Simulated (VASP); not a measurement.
Wanted: the native input for a VASP 6.6.1 run.

```yaml
Task: relaxation of cell and atoms
Functional: PBE
Potentials_or_basis: VASP PAW PBE potentials, release 64 (Sc_sv, Te, As)
Cutoff: 600 eV
k_mesh: 4 × 4 × 4
Occupations: gaussian, width 0.1 eV
Spin: no spin polarisation
Dipole_correction: no
Further_INCAR_settings: ALGO = Fast; EDIFF = 1e-06; IBRION = 2; EDIFFG = -0.04; NSW = 90; ISIF = 3
```

The structure of ScTeAs3 lies in POSCAR:

```
ScTeAs3
1.0
    0.0000000000      5.0293150400      5.0293150400
    5.0293150400      0.0000000000      5.0293150400
    5.0293150400      5.0293150400      0.0000000000
Sc Te As
2 2 6
Direct
    0.5000000000      0.5000000000      0.5000000000
    0.0000000000      0.0000000000      0.0000000000
    0.7500000000      0.7500000000      0.7500000000
    0.2500000000      0.2500000000      0.2500000000
    0.7667005700      0.2332994300      0.2332994300
    0.2332994300      0.2332994300      0.7667005700
    0.2332994300      0.7667005700      0.7667005700
    0.2332994300      0.7667005700      0.2332994300
    0.7667005700      0.2332994300      0.7667005700
    0.7667005700      0.7667005700      0.2332994300
```

The cell was generated, and may not be a known phase.

One way to write it, as run:

INCAR

```
PREC     = Accurate       # precision mode
ENCUT    = 600            # plane-wave cutoff, eV
EDIFF    = 1E-6           # SCF threshold, eV
ISMEAR   = 0              # smearing method
SIGMA    = 0.1            # smearing width, eV
LREAL    = False          # projectors in reciprocal space
LASPH    = True           # aspherical terms in the spheres
NELM     = 100            # most SCF steps
ALGO     = Fast           # electronic algorithm
ISIF     = 3              # what is computed and relaxed
LWAVE    = False          # write WAVECAR
LCHARG   = False          # write CHGCAR
GGA      = PE             # functional
IBRION   = 2              # ionic algorithm
NSW      = 90             # ionic steps
EDIFFG   = -0.04          # ionic threshold
```

KPOINTS

```
Automatic mesh
0
Gamma
  4 4 4
```

Potentials or basis: VASP PAW PBE potentials, release 64 (Sc_sv, Te, As).

Run with:

```console
$ cat potpaw_PBE.64/Sc_sv/POTCAR potpaw_PBE.64/Te/POTCAR potpaw_PBE.64/As/POTCAR > POTCAR
$ mpirun -np 1 vasp_std > vasp.out
```

Results of the run:

```json
{"Relaxed volume": "26.95 Å³/atom", "Relaxed cell": "a = 7.250 Å, b = 7.250 Å, c = 7.250 Å, α = 60.00°, β = 60.00°, γ = 60.00°", "Space group after relaxing (to 0.1 Å)": "Pm-3m (No. 221)", "Energy gained by relaxing": "126.3 meV/atom", "Ionic steps": "7", "Pressure after relaxing": "0.0 GPa", "Largest force after relaxing": "0.016 eV/Å", "Band gap on the k mesh": "zero (bands 32 and 33 overlap by 1.48 eV)"}
```

Caveat: spin-orbit coupling is left out, which moves the levels of the heavy elements.

Run time: 38 min on 1 thread of Oxide Virtual Turin-like Processor, on a shared host, peak memory 0.54 GiB.
